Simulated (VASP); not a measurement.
# ScAl7N8 (Cm) in VASP: single point with r2SCAN

Aim: the single point of ScAl7N8 with r2SCAN.

Everything below comes from runs of VASP 6.6.1. Logs are shortened: lines on timing, memory, paths and dates and some standing lists are left out, and cuts for length are marked.

**1. The cell of the first run**

It takes space group Cm (No. 8, monoclinic). Conventional cell: a = 10.037 Å, b = 6.321 Å, c = 7.426 Å, α = 90.00°, β = 132.42°, γ = 90.00°. Sc (site symmetry m) has 5 N at 1.84 to 2.56 Å within 2.6 Å. Within 2.6 Å of Al (site symmetry 1) lie 5 N at 1.82 to 2.57 Å. Within 2.6 Å of Al (site symmetry m) lie 5 N at 1.82 to 2.56 Å. Within 2.6 Å of Al (site symmetry 1) lie 5 N at 1.83 to 2.57 Å. Al (site symmetry m) has 5 N at 1.83 to 2.56 Å within 2.6 Å. Within 2.6 Å of Al (site symmetry m) lie 5 N at 1.82 to 2.58 Å. N (site symmetry m) has 4 Al at 1.83 to 2.56 Å and 1 Sc at 2.47 Å within 2.6 Å. N (site symmetry m) has 4 Al at 1.83 to 2.45 Å and 1 Sc at 2.56 Å within 2.6 Å.

**2. Single point, r2SCAN (atoms moved along the polar distortion)**

File POSCAR:

```
ScAl7N8
1.0
    3.1604906363     -0.0042257669      5.0183552306
    3.1604906363      0.0042257669     -5.0183552306
   -3.1604906363      5.4816271140     -0.0046172641
Sc Al N
1 7 8
Direct
    0.1398349543      0.1937556421      0.3335905874
    0.1404101432      0.1936103481      0.8334203917
    0.6399581976      0.6930759048      0.3330340934
    0.6398100526      0.6930102575      0.8334203917
    0.0569173611      0.6098611476      0.1663061707
    0.5564450142      0.1093888006      0.1663061707
    0.0566433123      0.6104921018      0.6671354231
    0.5572045159      0.1096116930      0.6668162178
    0.3854276291      0.9481173648      0.3335449849
    0.8845318205      0.4487124516      0.3332442631
    0.3842777371      0.9494319170      0.8332506157
    0.8838187076      0.4489728875      0.8332506157
    0.3015211184      0.3669014153      0.1655453712
    0.3012750415      0.3675618824      0.6688369329
    0.7986439468      0.8640242438      0.1655453712
    0.8012804479      0.8654719420      0.6667523989
```

File INCAR.step1:

```
SYSTEM = ScAl7N8
ALGO = Normal ; EDIFF = 1E-4
ENCUT = 520 ; GGA = PE
ISMEAR = 0 ; LASPH = .True.
LCHARG = .False. ; LREAL = Auto
LWAVE = .True. ; NBANDS = 50
NELM = 80 ; PREC = Accurate
SIGMA = 0.01
```

File INCAR.step2:

```
SYSTEM = ScAl7N8
ALGO = Normal ; EDIFF = 1E-6
ENCUT = 520 ; ISIF = 2
ISMEAR = 0 ; ISTART = 1
LASPH = .True. ; LCHARG = .True.
LELF = .True. ; LMIXTAU = .True.
LREAL = Auto ; LVHAR = .True.
LWAVE = .False. ; METAGGA = R2SCAN
NBANDS = 50 ; NELM = 80
PREC = Accurate ; SIGMA = 0.01
```

File KPOINTS:

```
k-points
0
Gamma
  6 6 6
  0 0 0
```

Potentials or basis: VASP PAW PBE potentials, release 64 (Sc_sv, Al, N).

Started as:

```console
$ cat potpaw_PBE.64/Sc_sv/POTCAR potpaw_PBE.64/Al/POTCAR potpaw_PBE.64/N/POTCAR > POTCAR
$ cp INCAR.step1 INCAR
$ mpirun -np 1 vasp_std > vasp.out
$ cp INCAR.step2 INCAR
$ mpirun -np 1 vasp_std > vasp.out
```

OUTCAR:

```text
SYSTEM = ScAl7N8
   EDIFF = 1E-6
   ENCUT = 520
   ISIF = 2
   ISMEAR = 0
   ISTART = 1
   LASPH = .True.
   LREAL = Auto
   METAGGA = R2SCAN
   NELM = 80
   PREC = Accurate

 ion  position               nearest neighbor table
   1  0.140  0.194  0.334-  13 1.84  15 1.84  14 1.84   9 2.47  10 2.56   5 3.10   6 3.10   7 3.11
                             8 3.11   6 3.11   5 3.11   3 3.16   3 3.16   2 3.16   4 3.16   2 3.17
   2  0.140  0.194  0.833-  14 1.82  13 1.82  16 1.83  11 2.45  12 2.57   8 3.10   6 3.10   7 3.10
                             7 3.10   5 3.10   8 3.11   4 3.16   3 3.16   1 3.16   4 3.16   1 3.17
   3  0.640  0.693  0.333-  15 1.82  13 1.82  16 1.83  10 2.45   9 2.56   6 3.10   5 3.10   7 3.10
                             8 3.11   5 3.11   6 3.11   1 3.16   1 3.16   2 3.16   4 3.16   2 3.17
   4  0.640  0.693  0.833-  14 1.82  15 1.82  16 1.83  12 2.45  11 2.57   8 3.10   5 3.10   7 3.10
                             7 3.10   6 3.10   8 3.11   2 3.16   3 3.16   1 3.16   2 3.16   1 3.17
   5  0.057  0.610  0.166-   9 1.83  12 1.83  10 1.83  13 2.45   1 3.10   3 3.10   4 3.10   2 3.10
                             3 3.11   1 3.11   6 3.16   7 3.16   8 3.16   6 3.16   8 3.17   7 3.17
   6  0.556  0.109  0.166-   9 1.83  11 1.83  10 1.83  15 2.45   1 3.10   3 3.10   2 3.10   4 3.10
                             3 3.11   1 3.11   5 3.16   7 3.16   8 3.16   5 3.16   8 3.17   7 3.17
   7  0.057  0.610  0.667-  12 1.83  11 1.83  10 1.83  14 2.45  16 2.56   3 3.10   4 3.10   2 3.10
                             2 3.10   4 3.10   1 3.11   5 3.16   6 3.16   8 3.16   8 3.16   6 3.17
   8  0.557  0.110  0.667-  11 1.82  12 1.82   9 1.83  16 2.45   4 3.10   2 3.10   3 3.11   2 3.11
                             4 3.11   1 3.11   7 3.16   7 3.16   5 3.16   6 3.16   6 3.17   5 3.17
   9  0.385  0.948  0.334-   6 1.83   5 1.83   8 1.83   1 2.47   3 2.56
  10  0.885  0.449  0.333-   5 1.83   6 1.83   7 1.83   3 2.45   1 2.56
  11  0.384  0.949  0.833-   8 1.82   7 1.83   6 1.83   2 2.45   4 2.57
  12  0.884  0.449  0.833-   8 1.82   7 1.83   5 1.83   4 2.45   2 2.57
  13  0.302  0.367  0.166-   3 1.82   2 1.82   1 1.84   5 2.45
  14  0.301  0.368  0.669-   2 1.82   4 1.82   1 1.84   7 2.45
  15  0.799  0.864  0.166-   3 1.82   4 1.82   1 1.84   6 2.45
  16  0.801  0.865  0.667-   4 1.83   2 1.83   3 1.83   8 2.45   7 2.56

  LATTYP: Found a base centered monoclinic cell.
 ALAT       =    10.0367140196
 B/A-ratio  =     0.6297859300
 C/A-ratio  =     0.7398434582
 COS(beta)  =    -0.6745752210

  Lattice vectors:

 A1 = (   3.1604906363,   0.0042257669,  -5.0183552306)
 A2 = (  -3.1604906363,   0.0042257669,  -5.0183552306)
 A3 = (   0.0000000000,   5.4774013471,   5.0137379665)

Analysis of symmetry for initial positions (statically):
=====================================================================
 Subroutine PRICEL returns:
 Original cell was already a primitive cell.

 Routine SETGRP: Setting up the symmetry group for a
 base centered monoclinic supercell.

 Subroutine GETGRP returns: Found  2 space group operations
 (whereof  2 operations were pure point group operations)
 out of a pool of  4 trial point group operations.

[... 160 lines left out ...]
   IMIX   =      4    mixing-type and parameters
     AMIX     =   0.40;   BMIX     =  1.00
     AMIX_MAG =   1.60;   BMIX_MAG =  1.00
  volume/ion in A,a.u.               =      10.87        73.34
  Fermi-wavevector in a.u.,A,eV,Ry     =   1.220208  2.305859 20.257827  1.488908
  Thomas-Fermi vector in A             =   2.355434
   LORBIT       =      0    0 simple, 1 ext, 2 COOP (PROOUT), +10 PAW based schemes
   METAGGA = R2SCAN    functional components
   LHFCALC =     F    Hartree Fock is set to
   AEXX    =    0.0000 exact exchange contribution
   IVDW    =     0    specifies the selected vdW correction
   LEPSILON=     F    determine dielectric tensor
   LRPA    =     F    only Hartree local field effects (RPA)
 non-spin polarized calculation
 Gauss-broadening in eV      SIGMA  =   0.01
  energy-cutoff  :      520.00
  volume of cell :      173.88
 maximum number of plane-waves:      4718
 NGX is ok and might be reduce to    48
   NGX = 23   NGY = 23   NGZ = 23

 number of electron      72.0000009 magnetization

 Free energy of the ion-electron system (eV)
  ---------------------------------------------------
  ext. energy  EPLUGINS =         0.00000000
  ---------------------------------------------------
  free energy    TOTEN  =      -153.39168085 eV

  energy without entropy =     -153.39168085  energy(sigma->0) =     -153.39168085

 E-fermi :   6.7653     XC(G=0): -11.4033

 val. band max:        6.6009704140   @ k =   0.0000   0.0000   0.0000
 cond. band min:       9.5577119757   @ k =   0.0000   0.0000   0.0000
 fundamental gap:      2.9567415617
 Fermi energy:         6.7652833269

 k-point     1 :       0.0000    0.0000    0.0000
  band No.  band energies     occupation
      1     -41.9323      2.00000
      2     -20.1715      2.00000
      3     -20.1680      2.00000
      4     -19.7729      2.00000
      5     -10.2425      2.00000
      6      -8.5795      2.00000
[... 1213 lines left out ...]
     47      14.0281      0.00000
     48      14.4918      0.00000

 [... further k-points ...]

 [bands above 48 left out]

------------------------ aborting loop because EDIFF is reached ----------------------------------------

  FORCE on cell =-STRESS in cart. coord.  units (eV):
  Direction    XX          YY          ZZ          XY          YZ          ZX
  --------------------------------------------------------------------------------------
  -------------------------------------------------------------------------------------
  Total       21.3755187     20.7803879    -14.3824141      0.0000000      0.1923235      0.0000000
  in kB      196.9573349    191.4737082   -132.5217875      0.0000000      1.7720985      0.0000000
  external PRESSURE =      85.3030852 kB  Pullay stress =       0.0000000 kB

 VOLUME and BASIS-vectors are now :
 -----------------------------------------------------------------------------
  energy-cutoff  :      520.00
  volume of cell :      173.88
      direct lattice vectors                 reciprocal lattice vectors
     3.160490636 -0.004225767  5.018355231     0.158203285  0.091297781  0.099711117
     3.160490636  0.004225767 -5.018355231     0.158203285  0.091129934 -0.099557501
    -3.160490636  5.481627114 -0.004617264     0.000000000  0.182427715  0.000153615

 POSITION                                       TOTAL-FORCE (eV/Angst)
 -----------------------------------------------------------------------------------
      0.00000      1.82885     -0.27213         0.000000      0.055699      0.507153
     -1.57835      4.56872     -0.27083         0.317078      0.199523      0.321380
      3.16049      1.82579     -0.26810         0.000000     -0.340288      0.232907
      1.57835      4.56872     -0.27083        -0.317078      0.199523      0.321380
      1.58174      0.91397     -2.77564        -0.014699     -0.110026      0.360033
      1.57875      0.90974      2.24272         0.014699     -0.110026      0.360033
[... 8 lines left out ...]
      4.73164      0.90773     -0.32887        -4.120817     -2.382648     -0.421536
      3.16049      3.65516     -0.32521         0.000000     -0.055948     -0.315609
 -----------------------------------------------------------------------------------
    total drift:                               -0.000039      0.004846      0.011923

  FREE ENERGIE OF THE ION-ELECTRON SYSTEM (eV)
  ---------------------------------------------------
  free  energy   TOTEN  =      -153.3916808476 eV

  energy  without entropy=     -153.3916808476  energy(sigma->0) =     -153.39168085
```

It took 28 min on 1 thread of Intel Xeon 6975P-C (Granite Rapids), shared host; peak memory 0.58 GiB.

What came out:

```
Free energy            : -153.3917 eV
Pressure               : 8.5 GPa
Largest force          : 4.779 eV/Å
Band gap on the k mesh : 2.96 eV
```

Forces in eV/Å, atoms in the order of the input:
```
Sc   0.000  0.056  0.507
Al   0.317  0.200  0.321
Al   0.000 -0.340  0.233
Al  -0.317  0.200  0.321
Al  -0.015 -0.110  0.360
Al   0.015 -0.110  0.360
Al   0.000  0.061  0.306
Al   0.000  0.082  0.399
N    0.000  0.025 -0.262
N    0.000  0.044 -0.239
N   -0.017  0.011 -0.345
N    0.017  0.011 -0.345
N    4.121 -2.383 -0.422
N    0.000  4.693 -0.458
N   -4.121 -2.383 -0.422
N    0.000 -0.056 -0.316
```

Levels at points of the mesh, in eV from the valence-band top:
```
           k point  band 32  band 33  band 34  band 35  band 36  band 37  band 38  band 39  band 40  band 41
(0.00, 0.00, 0.00)    -2.17    -1.97    -1.68    -1.34     0.00     2.96     4.18     4.52     4.73     4.82
(0.50, 0.00, 0.00)    -1.76    -1.55    -1.30    -1.29    -1.12     4.42     4.99     5.07     5.31     5.68
(0.00, 0.50, 0.00)    -1.76    -1.54    -1.30    -1.23    -1.14     4.40     4.96     5.11     5.32     5.70
(0.50, 0.50, 0.00)    -2.32    -2.19    -2.04    -1.70    -1.42     4.47     4.58     5.11     5.22     5.31
(0.00, 0.00, 0.50)    -1.73    -1.63    -1.27    -0.77    -0.66     4.57     5.05     5.16     5.27     5.29
(0.50, 0.50, 0.50)    -2.23    -2.05    -2.04    -1.73    -1.33     4.34     4.78     5.14     5.95     6.01
```

Caveat: the cell differs from its parent crystal (atoms moved along the polar distortion); the stress differs along the axes, from -13 to 20 GPa; the PAW data sets were made with another functional, which shifts forces and pressure a little. A k mesh can miss the band edges.
